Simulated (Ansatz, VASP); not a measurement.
# Two plane-wave programs on ZnS

```
Zn S
1.0
     3.93283    0.00000    0.00000
    -1.96642    3.40593    0.00000
     0.00000    0.00000   11.40129
Zn S
4 4
Direct
  0.00000 0.00000 0.00005
  0.00000 0.00000 0.50005
  0.33333 0.66667 0.25002
  0.66667 0.33333 0.75002
  0.00000 0.00000 0.18729
  0.00000 0.00000 0.68729
  0.33333 0.66667 0.43764
  0.66667 0.33333 0.93764
```

Alike in both runs: task single point; functional PBE; k mesh 9 × 9 × 4; occupations gaussian, width 0.05 eV; no spin polarisation.

```csv
,VASP,Ansatz
version,VASP 6.6.1,Ansatz 0.2.0
potentials or method,"VASP PAW PBE potentials, release 64 (Zn, S), cutoff 520 eV","scalar-relativistic, plane waves, PAW"
valence electrons in the cell,72,72
```

|  | VASP | Ansatz | Ansatz less VASP |
| --- | --- | --- | --- |
| gap on the k mesh at the Fermi level (eV) | 2.09 | 2.09 | -0.003 |
| least direct gap on the mesh (eV) | 2.09 | 2.09 | -0.003 |
| pressure (GPa) | 6.8 | 6.6 | -0.22 |
| traceless stress, the component that is largest in VASP (GPa) | 15.14 | 15.10 | -0.042 |
| rms of the force components (eV/Å) | 0.860 | 0.856 | -0.0050 |

Atom by atom the forces differ by 0.005 eV/Å (rms over components).
